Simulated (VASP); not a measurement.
# CoSi4 (P6/mmm) in VASP: notebook

CoSi4 is run at these levels: PBE; tasks: single point, relaxation of cell and atoms.

Program: VASP 6.6.1. These are calculated values, not measurements. Logs are shortened: lines on timing, memory, paths and dates and some standing lists are left out, and cuts for length are marked.

**1. The cell of the first run**

Symmetry: P6/mmm, No. 191, hexagonal system. The conventional cell has a = 4.121 Å, b = 4.121 Å, c = 5.039 Å, α = 90.00°, β = 90.00°, γ = 120.00°. Co (site symmetry 6/mmm) has 12 Si at 2.70 Å within 3.6 Å. Within 3.1 Å of Si (site symmetry 3m) lie 5 Si at 2.38 to 2.54 Å and 3 Co at 2.70 Å.

The cell was generated, and may not be a known phase.

**2. Single point, PBE**

File INCAR:

```
SYSTEM = CoSi4
  PREC = Accurate
  ENCUT = 520
  EDIFF = 1E-6
  ISMEAR = 0
  SIGMA = 0.1
  LREAL = .FALSE.
  LASPH = .TRUE.
  NELM = 60
  ALGO = Normal
  ISIF = 2
  LWAVE = .FALSE.
  LCHARG = .TRUE.
  GGA = PE
  LELF = .TRUE.
  LVHAR = .TRUE.
  NBANDS = 20
```

File KPOINTS:

```
regular mesh
0
G
  12 12 8
  0 0 0
```

File POSCAR:

```
CoSi4
1.0
    4.1206307497      0.0000000000      0.0000000000
   -2.0603153748      3.5685709088      0.0000000000
    0.0000000000      0.0000000000      5.0392593345
Co Si
1 4
Direct
    0.0000000000      0.0000000000      0.5000000000
    0.3333333333      0.6666666667      0.7522654258
    0.3333333333      0.6666666667      0.2477345742
    0.6666666667      0.3333333333      0.2477345742
    0.6666666667      0.3333333333      0.7522654258
```

Potentials or basis: VASP PAW PBE potentials, release 64 (Co, Si).

Started as:

```
$ cat potpaw_PBE.64/Co/POTCAR potpaw_PBE.64/Si/POTCAR > POTCAR
$ mpirun -np 1 vasp_std > vasp.out
```

OUTCAR:

```text
SYSTEM = CoSi4
   PREC = Accurate
   ENCUT = 520
   EDIFF = 1E-6
   ISMEAR = 0
   LREAL = .FALSE.
   LASPH = .TRUE.
   NELM = 60
   ISIF = 2
   GGA = PE

 ion  position               nearest neighbor table
   1  0.000  0.000  0.500-   2 2.70   3 2.70   4 2.70   5 2.70   2 2.70   3 2.70   4 2.70   5 2.70
                             4 2.70   5 2.70   2 2.70   3 2.70
   2  0.333  0.667  0.752-   5 2.38   5 2.38   5 2.38   3 2.50   3 2.54   1 2.70   1 2.70   1 2.70

   3  0.333  0.667  0.248-   4 2.38   4 2.38   4 2.38   2 2.50   2 2.54   1 2.70   1 2.70   1 2.70

   4  0.667  0.333  0.248-   3 2.38   3 2.38   3 2.38   5 2.50   5 2.54   1 2.70   1 2.70   1 2.70

   5  0.667  0.333  0.752-   2 2.38   2 2.38   2 2.38   4 2.50   4 2.54   1 2.70   1 2.70   1 2.70

  LATTYP: Found a hexagonal cell.
 ALAT       =     4.1206307497
 C/A-ratio  =     1.2229339731

  Lattice vectors:

 A1 = (   4.1206307497,   0.0000000000,   0.0000000000)
 A2 = (  -2.0603153748,   3.5685709088,   0.0000000000)
 A3 = (   0.0000000000,   0.0000000000,   5.0392593345)

Analysis of symmetry for initial positions (statically):
=====================================================================
 Subroutine PRICEL returns:
 Original cell was already a primitive cell.

 Routine SETGRP: Setting up the symmetry group for a
 hexagonal supercell.

 Subroutine GETGRP returns: Found 24 space group operations
 (whereof 24 operations were pure point group operations)
 out of a pool of 24 trial point group operations.

The static configuration has the point symmetry D_6h.

Analysis of symmetry for dynamics (positions and initial velocities):
=====================================================================
 Subroutine PRICEL returns:
 Original cell was already a primitive cell.

 Routine SETGRP: Setting up the symmetry group for a
 hexagonal supercell.

 Subroutine GETGRP returns: Found 24 space group operations
 (whereof 24 operations were pure point group operations)
 out of a pool of 24 trial point group operations.

The dynamic configuration has the point symmetry D_6h.

 Subroutine INISYM returns: Found 24 space group operations
 (whereof 24 operations are pure point group operations),
 and found     1 'primitive' translations

----------------------------------------------------------------------------------------

                                     Primitive cell

  volume of cell :      74.1011

  direct lattice vectors                    reciprocal lattice vectors
     4.120630750  0.000000000  0.000000000     0.242681293  0.140112110  0.000000000
    -2.060315375  3.568570909  0.000000000     0.000000000  0.280224220  0.000000000
     0.000000000  0.000000000  5.039259334     0.000000000  0.000000000  0.198441861

  length of vectors
     4.120630750  4.120630750  5.039259334     0.280224220  0.280224220  0.198441861

  position of ions in fractional coordinates (direct lattice)
     0.000000000  0.000000000  0.500000000
     0.333333333  0.666666667  0.752265426
     0.333333333  0.666666667  0.247734574
     0.666666667  0.333333333  0.247734574
     0.666666667  0.333333333  0.752265426

  ion indices of the primitive-cell ions
   primitive index   ion index
                 1           1
                 2           2
                 3           3
                 4           4
                 5           5

----------------------------------------------------------------------------------------

 KPOINTS: regular mesh

Automatic generation of k-mesh.
 Grid dimensions read from file:
 generate k-points for:   12   12    8

 Generating k-lattice:

  Cartesian coordinates                     Fractional coordinates (reciprocal lattice)
     0.020223441  0.011676009  0.000000000     0.083333333 -0.000000000  0.000000000
     0.000000000  0.023352018  0.000000000     0.000000000  0.083333333  0.000000000
     0.000000000  0.000000000  0.024805233     0.000000000  0.000000000  0.125000000

  Length of vectors
     0.023352018  0.023352018  0.024805233

  Shift w.r.t. Gamma in fractional coordinates (k-lattice)
     0.000000000  0.000000000  0.000000000

 Subroutine IBZKPT returns following result:
 ===========================================

 Found     95 irreducible k-points:

 Following reciprocal coordinates:
            Coordinates               Weight
  0.000000  0.000000  0.000000      1.000000
  0.083333  0.000000  0.000000      6.000000
  0.166667  0.000000  0.000000      6.000000
  0.250000  0.000000  0.000000      6.000000
  0.333333  0.000000  0.000000      6.000000
  0.416667  0.000000  0.000000      6.000000
[... 16 lines left out ...]
  0.250000  0.000000  0.125000     12.000000
  0.333333  0.000000  0.125000     12.000000
 [... further k-points ...]
   k-points           NKPTS =     95   k-points in BZ     NKDIM =     95   number of bands    NBANDS=     20
   number of dos      NEDOS =    301   number of ions     NIONS =      5
   total plane-waves  NPLWV =  40960
   dimension x,y,z NGX =    32 NGY =   32 NGZ =   40
   dimension x,y,z NGXF=    64 NGYF=   64 NGZF=   80
   ions per type =               1   4
   NGX,Y,Z   is equivalent  to a cutoff of  12.91, 12.91, 13.20 a.u.
   NGXF,Y,Z  is equivalent  to a cutoff of  25.82, 25.82, 26.39 a.u.
 SYSTEM =  CoSi4
   PREC   = accura    normal or accurate (medium, high low for compatibility)
   ISTART =      0    job   : 0-new  1-cont  2-samecut
   ICHARG =      2    charge: 1-file 2-atom 10-const
   ISPIN  =      1    spin polarized calculation?
   LNONCOLLINEAR =      F non collinear calculations
   LSORBIT =      F    spin-orbit coupling
   LASPH  =      T    aspherical Exc in radial PAW
   ENCUT  =  520.0 eV  38.22 Ry    6.18 a.u.   7.66  7.66  9.37*2*pi/ulx,y,z
   NELM   =     60;   NELMIN=  2; NELMDL= -5     # of ELM steps
   EDIFF  = 0.1E-05   stopping-criterion for ELM
   LREAL  =      F    real-space projection
   EDIFFG = 0.1E-04   stopping-criterion for IOM
   NSW    =      0    number of steps for IOM
   IBRION =     -1    ionic relax: 0-MD 1-quasi-New 2-CG
   NFREE  =      0    steps in history (QN), initial steepest desc. (CG)
   ISIF   =      2    stress and relaxation
   ISYM   =      2    0-nonsym 1-usesym 2-fastsym
   POTIM  = 0.5000    time-step for ionic-motion
   TEBEG  =    0.0;   TEEND  =   0.0 temperature during run
   PSTRESS=    0.0 pullay stress
   NELECT =      25.0000    total number of electrons
   NUPDOWN=      -1.0000    fix difference up-down
   EMIN   =  10.00;   EMAX   =-10.00  energy-range for DOS
   EFERMI =   0.00;   METHOD = LEGACY
   ISMEAR =     0;   SIGMA  =   0.10  broadening in eV -4-tet -1-fermi 0-gaus
   EFERMI_NEDOS =   21; number of points for ismear=-14 and -15
   IALGO  =     38    algorithm
   IMIX   =      4    mixing-type and parameters
     AMIX     =   0.40;   BMIX     =  1.00
     AMIX_MAG =   1.60;   BMIX_MAG =  1.00
  volume/ion in A,a.u.               =      14.82       100.01
  Fermi-wavevector in a.u.,A,eV,Ry     =   1.139672  2.153668 17.671961  1.298853
  Thomas-Fermi vector in A             =   2.276375
   LORBIT       =      0    0 simple, 1 ext, 2 COOP (PROOUT), +10 PAW based schemes
   GGA     = PE    functional components
   LHFCALC =     F    Hartree Fock is set to
   AEXX    =    0.0000 exact exchange contribution
   IVDW    =     0    specifies the selected vdW correction
   LEPSILON=     F    determine dielectric tensor
   LRPA    =     F    only Hartree local field effects (RPA)
 non-spin polarized calculation
 Gauss-broadening in eV      SIGMA  =   0.10
  energy-cutoff  :      520.00
  volume of cell :       74.10
 maximum number of plane-waves:      2024
 NGX is ok and might be reduce to    32
   NGX = 15   NGY = 15   NGZ = 19

 number of electron      24.9999994 magnetization

 Free energy of the ion-electron system (eV)
  ---------------------------------------------------
  ext. energy  EPLUGINS =         0.00000000
  ---------------------------------------------------
  free energy    TOTEN  =       -27.25946548 eV

  energy without entropy =      -27.24097208  energy(sigma->0) =      -27.25021878

 E-fermi :   8.9363     XC(G=0): -10.9955

 val. band max:        8.9306274732   @ k =   0.0000   0.0000   0.1250
 cond. band min:       8.9402995914   @ k =   0.2500   0.0833   0.1250
 fundamental gap:      0.0096721182
 Fermi energy:         8.9362857820

 k-point     1 :       0.0000    0.0000    0.0000
  band No.  band energies     occupation
      1      -4.6001      2.00000
      2       0.2644      2.00000
      3       1.8410      2.00000
      4       4.3457      2.00000
      5       4.3457      2.00000
      6       5.1763      2.00000
[... 12 lines left out ...]
     19      14.1282      0.00000
     20      14.1534      0.00000

 k-point     2 :       0.0833    0.0000    0.0000
  band No.  band energies     occupation
      1      -4.5272      2.00000
      2       0.3277      2.00000
      3       1.9091      2.00000
      4       3.4917      2.00000
      5       4.2995      2.00000
      6       5.9709      2.00000
[... 12 lines left out ...]
     19      13.8221      0.00000
     20      13.8979      0.00000

 k-point     3 :       0.1667    0.0000    0.0000
  band No.  band energies     occupation
      1      -4.3106      2.00000
      2       0.5157      2.00000
      3       2.1075      2.00000
      4       2.3452      2.00000
      5       4.1769      2.00000
      6       6.4383      2.00000
[... 12 lines left out ...]
     19      13.7899      0.00000
     20      14.1523      0.00000

 k-point     4 :       0.2500    0.0000    0.0000
  band No.  band energies     occupation
      1      -3.9567      2.00000
      2       0.8207      2.00000
      3       1.2160      2.00000
      4       2.4438      2.00000
      5       4.0181      2.00000
      6       5.5969      2.00000
[... 429 lines left out ...]
 k-point    23 :       0.2500    0.0000    0.1250
  band No.  band energies     occupation
      1      -3.8711      2.00000
      2       0.1449      2.00000
      3       1.2986      2.00000
      4       3.2541      2.00000
      5       4.0838      2.00000
      6       5.0053      2.00000
[... 12 lines left out ...]
     19      14.1106      0.00000
     20      14.9701      0.00000

 k-point    24 :       0.3333    0.0000    0.1250
  band No.  band energies     occupation
      1      -3.3975      2.00000
      2       0.2510      2.00000
      3       0.5747      2.00000
      4       3.6552      2.00000
      5       3.9356      2.00000
      6       4.0945      2.00000
[... 12 lines left out ...]
     19      14.0571      0.00000
     20      15.2925      0.00000

 [... further k-points ...]

------------------------ aborting loop because EDIFF is reached ----------------------------------------

  FORCE on cell =-STRESS in cart. coord.  units (eV):
  Direction    XX          YY          ZZ          XY          YZ          ZX
  --------------------------------------------------------------------------------------
  -------------------------------------------------------------------------------------
  Total       -0.0402455     -0.0402455      0.0500467     -0.0000000     -0.0000000     -0.0000000
  in kB       -0.8701690     -0.8701690      1.0820858     -0.0000000     -0.0000000     -0.0000000
  external PRESSURE =      -0.2194174 kB  Pullay stress =       0.0000000 kB

 VOLUME and BASIS-vectors are now :
 -----------------------------------------------------------------------------
  energy-cutoff  :      520.00
  volume of cell :       74.10
      direct lattice vectors                 reciprocal lattice vectors
     4.120630750  0.000000000  0.000000000     0.242681293  0.140112110  0.000000000
    -2.060315375  3.568570909  0.000000000     0.000000000  0.280224220  0.000000000
     0.000000000  0.000000000  5.039259334     0.000000000  0.000000000  0.198441861

 POSITION                                       TOTAL-FORCE (eV/Angst)
 -----------------------------------------------------------------------------------
      0.00000      0.00000      2.51963        -0.000000      0.000000      0.000000
     -0.00000      2.37905      3.79086        -0.000000      0.000000      0.005281
     -0.00000      2.37905      1.24840        -0.000000      0.000000     -0.005281
      2.06032      1.18952      1.24840        -0.000000     -0.000000     -0.005281
      2.06032      1.18952      3.79086         0.000000     -0.000000      0.005281
 -----------------------------------------------------------------------------------
    total drift:                               -0.000000     -0.000000     -0.000000

  FREE ENERGIE OF THE ION-ELECTRON SYSTEM (eV)
  ---------------------------------------------------
  free  energy   TOTEN  =       -27.2594654788 eV

  energy  without entropy=      -27.2409720835  energy(sigma->0) =      -27.25021878
```

Run time: 3.3 min. Hardware: 1 thread of Intel Xeon 8259CL, shared host; peak memory 0.28 GiB.

Results:

- Free energy: -27.2595 eV
- Pressure: 0.0 GPa
- Largest force: 0.005 eV/Å
- Band gap on the k mesh: zero (an odd number of electrons rules out a gap without spin polarisation)

Forces on the atoms (eV/Å):
```
Co   0.000  0.000  0.000
Si   0.000  0.000  0.005
Si   0.000  0.000 -0.005
Si   0.000  0.000 -0.005
Si   0.000  0.000  0.005
```

Stress tensor (GPa, compression positive):
```
-0.09  0.00  0.00
 0.00 -0.09  0.00
 0.00  0.00  0.11
```

Levels at points of the mesh, in eV from the Fermi level:
| k point | band 11 | band 12 | band 13 | band 14 | band 15 | band 16 |
| --- | --- | --- | --- | --- | --- | --- |
| (0.00, 0.00, 0.00) | -0.56 | -0.44 | -0.44 | -0.36 | -0.36 | 0.26 |
| (0.50, 0.00, 0.00) | -1.14 | -0.36 | 0.31 | 0.66 | 2.05 | 2.63 |
| (0.00, 0.00, 0.50) | -1.99 | -1.19 | 0.42 | 0.42 | 0.42 | 0.42 |
| (0.50, 0.00, 0.50) | -1.13 | -0.47 | 0.27 | 0.63 | 1.83 | 2.57 |

Caveat: an odd number of electrons without spin polarisation forces a metal; a magnetic or distorted state may lie lower.

**3. Single point, PBE, collinear spin, ferromagnetic start**

File INCAR:

```
PREC = Accurate ; ENCUT = 520
EDIFF = 1E-6 ; ISMEAR = 0
SIGMA = 0.1 ; LREAL = F
LASPH = T ; NELM = 150
ALGO = Normal ; ISIF = 2
LWAVE = F ; LCHARG = F
ISPIN = 2 ; MAGMOM = 3 0 0 0 0
LORBIT = 11 ; LMAXMIX = 4
GGA = PE ; NBANDS = 24
```

File KPOINTS:

```
regular mesh
0
Gamma
  6 6 4
```

File POSCAR:

```
CoSi4
1.0
    4.1312654720      0.0000000032      0.0000000000
   -2.0656327388      3.5777808469      0.0000000000
    0.0000000000      0.0000000000      5.0208886660
Co Si
1 4
Direct
    0.0000000000      0.0000000000      0.5000000000
    0.3333333333      0.6666666667      0.7503907217
    0.3333333333      0.6666666667      0.2496092783
    0.6666666667      0.3333333333      0.2496092783
    0.6666666667      0.3333333333      0.7503907217
```

Potentials or basis: VASP PAW PBE potentials, release 64 (Co, Si).

Started as:

```
$ cat potpaw_PBE.64/Co/POTCAR potpaw_PBE.64/Si/POTCAR > POTCAR
$ mpirun -np 1 vasp_std > vasp.out
```

It took 2.2 min on 1 thread of Intel Xeon 8259CL, shared host; peak memory 0.25 GiB.

The run converged. Its results:

```yaml
Free_energy: -27.2449 eV
Pressure: 0.5 GPa
Largest_force: 0.065 eV/Å
Net_moment: 0.79 μB per cell
Site_moments: Co +0.73; Si +0.02 μB
Valence_electrons_inside_the_program's_atomic_spheres: Co 8.10; Si 1.64
```

Forces in eV/Å, atoms in the order of the input:
```
Co   0.000  0.000  0.000
Si   0.000  0.000  0.065
Si   0.000  0.000 -0.065
Si   0.000  0.000 -0.065
Si   0.000  0.000  0.065
```

Stress tensor (GPa, compression positive):
```
 0.98  0.00  0.00
 0.00  0.98  0.00
 0.00  0.00 -0.48
```

Levels at points of the mesh, in eV from the Fermi level:
Spin up:
| k point | band 10 | band 11 | band 12 | band 13 | band 14 | band 15 | band 16 | band 17 |
| --- | --- | --- | --- | --- | --- | --- | --- | --- |
| (0.00, 0.00, 0.00) | -0.87 | -0.87 | -0.54 | -0.54 | -0.41 | -0.41 | 0.15 | 3.37 |
| (0.50, 0.00, 0.00) | -2.06 | -1.54 | -0.96 | -0.08 | 0.28 | 2.00 | 2.57 | 4.16 |
| (0.00, 0.00, 0.50) | -2.46 | -2.36 | -1.11 | 0.08 | 0.08 | 0.30 | 0.30 | 0.45 |
| (0.50, 0.00, 0.50) | -1.54 | -1.42 | -0.98 | -0.09 | 0.57 | 1.65 | 2.55 | 2.62 |
Spin down:
```csv
k point,band 10,band 11,band 12,band 13,band 14,band 15
"(0.00, 0.00, 0.00)",-0.56,-0.56,-0.39,-0.39,-0.35,-0.35
"(0.50, 0.00, 0.00)",-1.50,-1.08,-0.08,0.41,0.85,2.00
"(0.00, 0.00, 0.50)",-1.82,-1.82,-1.11,0.28,0.28,0.57
"(0.50, 0.00, 0.50)",-1.44,-1.09,-0.23,0.38,0.62,1.99
```

**4. Single point, PBE, collinear spin, ferromagnetic start**

This run uses another cell than the first one, of 15.07 Å³/atom.

File INCAR:

```
  ALGO = Normal
  EDIFF = 1E-7
  ENCUT = 520
  GGA = PE
  ISIF = 2
  ISMEAR = 0
  ISPIN = 2
  LASPH = True
  LCHARG = False
  LMAXMIX = 4
  LORBIT = 11
  LREAL = False
  LWAVE = False
  MAGMOM = 3 0 0 0 0
  NBANDS = 24
  NELM = 150
  PREC = Accurate
  SIGMA = 0.1
```

File KPOINTS:

```
k-points
0
Gamma
  6 6 4
```

File POSCAR:

```
CoSi4
1.0
    3.6843128500      0.0000000000      0.0000000000
   -1.8421564300      3.1907085300      0.0000000000
    0.0000000000      0.0000000000      6.4102521600
Co Si
1 4
Direct
    0.0000000000      0.0000000000      0.5000000000
    0.3333333300      0.6666666700      0.7320258700
    0.3333333300      0.6666666700      0.2679741300
    0.6666666700      0.3333333300      0.2679741300
    0.6666666700      0.3333333300      0.7320258700
```

Started as:

```
$ cat potpaw_PBE.64/Co/POTCAR potpaw_PBE.64/Si/POTCAR > POTCAR
$ mpirun -np 1 vasp_std > vasp.out
```

Run time: 2.8 min. Hardware: 1 thread of Intel Xeon 8259CL, shared host; peak memory 0.24 GiB.

The run converged. Its results:

| Property | Result |
| --- | --- |
| Free energy | -25.5186 eV |
| Pressure | 21.3 GPa |
| Largest force | 0.048 eV/Å |
| Net moment | 0.20 μB per cell |
| Site moments | Co +0.17; Si +0.00 μB |
| Valence electrons inside the program's atomic spheres | Co 8.35; Si 1.79 |

Forces in eV/Å, atoms in the order of the input:
```
Co   0.000  0.000  0.000
Si   0.000  0.000  0.048
Si   0.000  0.000 -0.048
Si   0.000  0.000 -0.048
Si   0.000  0.000  0.048
```

Stress tensor (GPa, compression positive):
```
33.06  0.00  0.00
 0.00 33.06  0.00
 0.00  0.00 -2.21
```

Levels at points of the mesh, in eV from the Fermi level:
Spin up:
```csv
k point,band 11,band 12,band 13,band 14,band 15,band 16
"(0.00, 0.00, 0.00)",-0.04,0.07,0.07,0.81,1.08,1.08
"(0.50, 0.00, 0.00)",-1.17,-0.89,0.07,0.98,1.63,3.40
"(0.00, 0.00, 0.50)",-0.67,0.28,0.28,1.04,1.25,1.25
"(0.50, 0.00, 0.50)",-0.98,-0.40,-0.18,0.10,1.16,1.32
```
Spin down:
```csv
k point,band 10,band 11,band 12,band 13,band 14,band 15
"(0.00, 0.00, 0.00)",-1.22,-0.03,0.16,0.16,0.80,1.08
"(0.50, 0.00, 0.00)",-1.05,-1.00,-0.79,0.24,0.98,1.70
"(0.00, 0.00, 0.50)",-1.71,-0.59,0.37,0.37,1.03,1.25
"(0.50, 0.00, 0.50)",-1.05,-0.89,-0.35,-0.01,0.11,1.16
```

Caveat: the stress differs along the axes, from -2 to 33 GPa.

[end of part 1 of 2]

The gap in the log of VASP goes by the Fermi energy; the results here count the filled bands.